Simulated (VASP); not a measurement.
Set up this calculation in VASP 6.6.1, as the native input.

```
Task                   : single point
Functional             : PBE
Potentials or basis    : VASP PAW PBE potentials, release 64 (Na_pv, K_sv, F)
Cutoff                 : 520 eV
k mesh                 : 6 × 6 × 6
Occupations            : gaussian, width 0.01 eV
Spin                   : no spin polarisation
Dipole correction      : no
Further INCAR settings : ALGO = Normal; EDIFF = 1e-06; NBANDS = 23
```

The structure of KNaF2 lies in POSCAR:

```
KNaF2
1.0
    1.7391397325      1.0040927927      5.8155052281
   -1.7391397325      1.0040927927      5.8155052281
    0.0000000000     -2.0081855854      5.8155052281
Na K F
1 1 2
Direct
    1.0000000000      0.0000000000      0.0000000000
    0.5000000000      0.5000000000      0.5000000000
    0.2610994601      0.2610994601      0.2610994601
    0.7389005399      0.7389005399      0.7389005399
```

These files were run (other wordings do the same):

INCAR

```
SYSTEM = KNaF2
PREC = Accurate
ENCUT = 520
EDIFF = 1E-6
ISMEAR = 0
SIGMA = 0.01
LREAL = .False.
LASPH = .True.
NELM = 100
ALGO = Normal
ISIF = 2
LWAVE = .False.
LCHARG = .False.
GGA = PE
NBANDS = 23
```

KPOINTS

```
regular mesh
0
Gamma
  6 6 6
  0 0 0
```

Potentials or basis: VASP PAW PBE potentials, release 64 (Na_pv, K_sv, F).

Run with:

```console
$ cat potpaw_PBE.64/Na_pv/POTCAR potpaw_PBE.64/K_sv/POTCAR potpaw_PBE.64/F/POTCAR > POTCAR
$ mpirun -np 1 vasp_std > vasp.out
```

It gave:

| Quantity | Value |
| --- | --- |
| Pressure | 2.6 GPa |
| Largest force | 0.025 eV/Å |
| Band gap on the k mesh | 6.24 eV, direct |

Wall time 85 s on 1 thread of Intel(R) Xeon(R) Platinum 8259CL CPU @ 2.50GHz (Skylake/Cascade Lake), on a shared host, peak memory 0.32 GiB.
